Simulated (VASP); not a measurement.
# Te17Mo8 (a cell with a defect) in VASP: single point with PBE

Aim: the single point of Te17Mo8 (a cell with a defect) with PBE.

Everything below comes from runs of VASP 6.6.1. Logs are shortened: lines on timing, memory, paths and dates and some standing lists are left out, and cuts for length are marked.

## Step 1: The cell of the first run

The cell holds a defect, 25 atoms: a = 7.113 Å, b = 7.113 Å, c = 15.332 Å, α = 90.00°, β = 90.00°, γ = 120.00°.

## Step 2: Single point, PBE (with an interstitial atom, then relaxed in part)

Contents of INCAR:

```
ALGO     = Normal         # electronic algorithm
EDIFF    = 1E-7           # SCF threshold, eV
ENCUT    = 520            # plane-wave cutoff, eV
GGA      = PE             # functional
ISIF     = 2              # what is computed and relaxed
ISMEAR   = 0              # smearing method
LASPH    = T              # aspherical terms in the spheres
LCHARG   = T              # write CHGCAR
LELF     = T              # ELF
LREAL    = Auto         
LVHAR    = T            
LWAVE    = F              # write WAVECAR
NBANDS   = 125            # bands
NELM     = 100            # most SCF steps
PREC     = Accurate       # precision mode
SIGMA    = 0.01           # smearing width, eV
```

Contents of KPOINTS:

```
k-points
0
Gamma
  2 2 2
```

Contents of POSCAR:

```
Te17Mo8
1.0
   -3.5566632816     -6.1603215093      0.0000000000
    7.1133265633      0.0000000001      0.0000000000
    0.0000000000      0.0000000000     15.3316105713
Te Mo
17 8
Direct
    0.1654832190      0.8363815630      0.6058916575
    0.1658185063      0.3345121151      0.6058078969
    0.6674465597      0.8361246654      0.6057896816
    0.6663008030      0.3354342664      0.6056252065
    0.3367226524      0.1653275942      0.1598861490
    0.3359364457      0.6652809007      0.1558993392
    0.8356586016      0.1650682363      0.1599066510
    0.8353751830      0.6640078176      0.1599927426
    0.3346822686      0.1647185703      0.3931343581
    0.3357993012      0.6651766289      0.3933124709
    0.8366831070      0.1645088200      0.3930821706
    0.8363425291      0.6663096769      0.3931864356
    0.1660900026      0.8354082973      0.8389263762
    0.1665349288      0.3364952894      0.8391497619
    0.6652107587      0.8351026864      0.8390276775
    0.6662060743      0.3354875057      0.8430493180
    0.0006734857     -0.0007519628     -0.0004602971
    0.1699757911      0.8309234023      0.2754652487
    0.1703150916      0.3336423926      0.2753406549
    0.6674185306      0.8307225085      0.2754231424
    0.6692935739      0.3317073398      0.2777994797
    0.3347551720      0.1701988855      0.7235571309
    0.3328245437      0.6690294177      0.7211564525
    0.8321818838      0.1698045562      0.7235130000
    0.8315795400      0.6669345060      0.7235164897
```

Potentials or basis: VASP PAW PBE potentials, release 64 (Te, Mo_sv).

On the command line:

```sh
> cat potpaw_PBE.64/Te/POTCAR potpaw_PBE.64/Mo_sv/POTCAR > POTCAR
> mpirun -np 1 vasp_std > vasp.out
```

OUTCAR:

```text
EDIFF = 1E-7
   ENCUT = 520
   GGA = PE
   ISIF = 2
   ISMEAR = 0
   LASPH = T
   LREAL = Auto
   NELM = 100
   PREC = Accurate

 ion  position               nearest neighbor table
   1  0.165  0.836  0.606-  23 2.72  25 2.74  22 2.74   3 3.54   2 3.54   4 3.56   4 3.56   2 3.57
                             3 3.57  13 3.57
   2  0.166  0.335  0.606-  23 2.72  22 2.73  24 2.74   1 3.54   3 3.55   4 3.56   4 3.56   3 3.57
                             1 3.57  14 3.58
   3  0.667  0.836  0.606-  23 2.72  25 2.73  24 2.74   1 3.54   2 3.55   4 3.56   4 3.56   2 3.57
                             1 3.57  15 3.58
   4  0.666  0.335  0.606-  25 2.73  24 2.73  22 2.73   3 3.56   1 3.56   2 3.56   2 3.56   1 3.56
                             3 3.56  16 3.64
   5  0.337  0.165  0.160-  18 2.72  19 2.72  21 2.73  17 3.21   8 3.55   7 3.55   6 3.55   6 3.56
                             7 3.56   8 3.57   9 3.58
   6  0.336  0.665  0.156-  19 2.74  20 2.74  18 2.74   5 3.55   7 3.56   8 3.56   8 3.56   7 3.56
                             5 3.56  10 3.64
   7  0.836  0.165  0.160-  20 2.72  19 2.72  21 2.73  17 3.19   5 3.55   8 3.55   6 3.56   6 3.56
                             8 3.56   5 3.56  11 3.57
   8  0.835  0.664  0.160-  20 2.72  18 2.72  21 2.73  17 3.21   5 3.55   7 3.55   6 3.56   6 3.56
                             7 3.56   5 3.57  12 3.58
   9  0.335  0.165  0.393-  21 2.72  19 2.73  18 2.74  11 3.54  12 3.55  10 3.56  10 3.56  12 3.57
[... 10 lines left out ...]
                            13 3.56  15 3.57   2 3.58
  15  0.665  0.835  0.839-  25 2.72  24 2.72  23 2.73  17 3.21  14 3.55  13 3.55  16 3.56  16 3.56
                            13 3.56  14 3.57   3 3.58
  16  0.666  0.335  0.843-  22 2.74  25 2.74  24 2.74  14 3.56  15 3.56  13 3.56  13 3.56  15 3.56
                            14 3.56   4 3.64
  17  0.001  0.999  1.000-  13 3.19   7 3.19   8 3.21  15 3.21   5 3.21  14 3.22
  18  0.170  0.831  0.275-   8 2.72   5 2.72  10 2.73  12 2.74   9 2.74   6 2.74
  19  0.170  0.334  0.275-   7 2.72   5 2.72  10 2.73   9 2.73  11 2.74   6 2.74
  20  0.667  0.831  0.275-   7 2.72   8 2.72  10 2.73  12 2.73  11 2.74   6 2.74
  21  0.669  0.332  0.278-  11 2.72   9 2.72  12 2.72   8 2.73   5 2.73   7 2.73
  22  0.335  0.170  0.724-  13 2.72  14 2.72   4 2.73   2 2.73   1 2.74  16 2.74
  23  0.333  0.669  0.721-   1 2.72   2 2.72   3 2.72  15 2.73  14 2.73  13 2.73
  24  0.832  0.170  0.724-  14 2.72  15 2.72   4 2.73   2 2.74   3 2.74  16 2.74
  25  0.832  0.667  0.724-  13 2.72  15 2.72   4 2.73   3 2.73   1 2.74  16 2.74

  LATTYP: Found a hexagonal cell.
 ALAT       =     7.1133265633
 C/A-ratio  =     2.1553362460

  Lattice vectors:

 A1 = (  -3.5566632816,  -6.1603215093,   0.0000000000)
 A2 = (   7.1133265633,   0.0000000001,   0.0000000000)
 A3 = (   0.0000000000,   0.0000000000,  15.3316105713)

Analysis of symmetry for initial positions (statically):
=====================================================================
 Subroutine PRICEL returns:
[... 166 lines left out ...]
   EFERMI =   0.00;   METHOD = LEGACY
   ISMEAR =     0;   SIGMA  =   0.01  broadening in eV -4-tet -1-fermi 0-gaus
   EFERMI_NEDOS =   21; number of points for ismear=-14 and -15
   IALGO  =     38    algorithm
   IMIX   =      4    mixing-type and parameters
     AMIX     =   0.40;   BMIX     =  1.00
     AMIX_MAG =   1.60;   BMIX_MAG =  1.00
  volume/ion in A,a.u.               =      26.87       181.35
  Fermi-wavevector in a.u.,A,eV,Ry     =   1.118042  2.112793 17.007526  1.250018
  Thomas-Fermi vector in A             =   2.254670
   LORBIT       =      0    0 simple, 1 ext, 2 COOP (PROOUT), +10 PAW based schemes
   GGA     = PE    functional components
   LHFCALC =     F    Hartree Fock is set to
   AEXX    =    0.0000 exact exchange contribution
   IVDW    =     0    specifies the selected vdW correction
   LEPSILON=     F    determine dielectric tensor
   LRPA    =     F    only Hartree local field effects (RPA)
 non-spin polarized calculation
 Gauss-broadening in eV      SIGMA  =   0.01
  energy-cutoff  :      520.00
  volume of cell :      671.84
 maximum number of plane-waves:     18092
 NGX is ok and might be reduce to    54
   NGX = 27   NGY = 27   NGZ = 57

 number of electron     213.9999997 magnetization

 Free energy of the ion-electron system (eV)
  ---------------------------------------------------
  ext. energy  EPLUGINS =         0.00000000
  ---------------------------------------------------
  free energy    TOTEN  =      -145.96778730 eV

  energy without entropy =     -145.96778730  energy(sigma->0) =     -145.96778730

 E-fermi :   7.5059     XC(G=0):  -9.9510

 val. band max:        7.4041903723   @ k =   0.0000   0.0000   0.5000
 cond. band min:       7.6749130148   @ k =   0.0000   0.5000   0.5000
 fundamental gap:      0.2707226425
 Fermi energy:         7.5059065122

 k-point     1 :       0.0000    0.0000    0.0000
  band No.  band energies     occupation
      1     -53.5639      2.00000
      2     -53.5638      2.00000
      3     -53.5576      2.00000
      4     -53.5575      2.00000
      5     -53.5574      2.00000
      6     -53.5572      2.00000
[... 965 lines left out ...]
    118       8.9317      0.00000
    119       8.9931      0.00000
 [bands above 119 left out]

------------------------ aborting loop because EDIFF is reached ----------------------------------------

  FORCE on cell =-STRESS in cart. coord.  units (eV):
  Direction    XX          YY          ZZ          XY          YZ          ZX
  --------------------------------------------------------------------------------------
  -------------------------------------------------------------------------------------
  Total        4.1675103      4.1582043     11.8192884     -0.0170798     -0.1998317     -0.3599378
  in kB        9.9385575      9.9163649     28.1862959     -0.0407314     -0.4765528     -0.8583691
  external PRESSURE =      16.0137394 kB  Pullay stress =       0.0000000 kB

 VOLUME and BASIS-vectors are now :
 -----------------------------------------------------------------------------
  energy-cutoff  :      520.00
  volume of cell :      671.84
      direct lattice vectors                 reciprocal lattice vectors
    -3.556663282 -6.160321509  0.000000000     0.000000000 -0.162329190  0.000000000
     7.113326563  0.000000000  0.000000000     0.140581202 -0.081164595  0.000000000
     0.000000000  0.000000000 15.331610571     0.000000000  0.000000000  0.065224720

 POSITION                                       TOTAL-FORCE (eV/Angst)
 -----------------------------------------------------------------------------------
      5.36089     -1.01943      9.28929        -0.008862     -0.004027     -0.020590
      1.78973     -1.02150      9.28801        -0.003467      0.000191     -0.023295
      3.57375     -4.11169      9.28773        -0.005316      0.000045     -0.019651
      0.01625     -4.10463      9.28521        -0.005902     -0.001898     -0.022048
     -0.02158     -2.07432      2.45131         0.009006      0.006697     -0.028797
      3.53755     -2.06948      2.39019         0.000354      0.004900      0.002310
[... 17 lines left out ...]
     -1.75192     -5.12651     11.09262        -0.013085     -0.001719      0.002909
      1.78647     -5.12280     11.09267         0.005311     -0.009471      0.000832
 -----------------------------------------------------------------------------------
    total drift:                                0.012583      0.029537      0.060965

  FREE ENERGIE OF THE ION-ELECTRON SYSTEM (eV)
  ---------------------------------------------------
  free  energy   TOTEN  =      -145.9677872980 eV

  energy  without entropy=     -145.9677872980  energy(sigma->0) =     -145.96778730
```

Wall time 48 min (1 thread of Oxide Virtual Turin-like, shared host); peak memory 0.9 GiB.

Results:

```yaml
Free_energy: -145.9678 eV
Pressure: 1.6 GPa
Largest_force: 0.036 eV/Å
Band_gap_on_the_k_mesh: 0.27 eV
```

Forces in eV/Å, atoms in the order of the input:
```
Te  -0.009 -0.004 -0.021
Te  -0.003  0.000 -0.023
Te  -0.005  0.000 -0.020
Te  -0.006 -0.002 -0.022
Te   0.009  0.007 -0.029
Te   0.000  0.005  0.002
Te   0.001 -0.006 -0.030
Te   0.013 -0.004 -0.034
Te   0.002  0.003  0.020
Te   0.006  0.004  0.022
Te   0.007  0.004  0.021
Te   0.004  0.003  0.020
Te   0.002 -0.006  0.032
Te  -0.007 -0.003  0.030
Te   0.001 -0.008  0.032
Te  -0.003  0.000 -0.003
Te   0.011 -0.001 -0.001
Mo   0.009  0.002 -0.004
Mo  -0.005  0.004  0.001
Mo   0.000 -0.004 -0.001
Mo  -0.004  0.005  0.017
Mo  -0.007  0.010  0.002
Mo  -0.008  0.002 -0.017
Mo  -0.013 -0.002  0.003
Mo   0.005 -0.009  0.001
```

Caveat: the k points lie up to 0.51 Å⁻¹ apart; the cell differs from its parent crystal (with an interstitial atom, then relaxed in part); semilocal functionals underestimate gaps, and a narrow one can read as zero; spin-orbit coupling is left out, which moves the levels of the heavy elements.
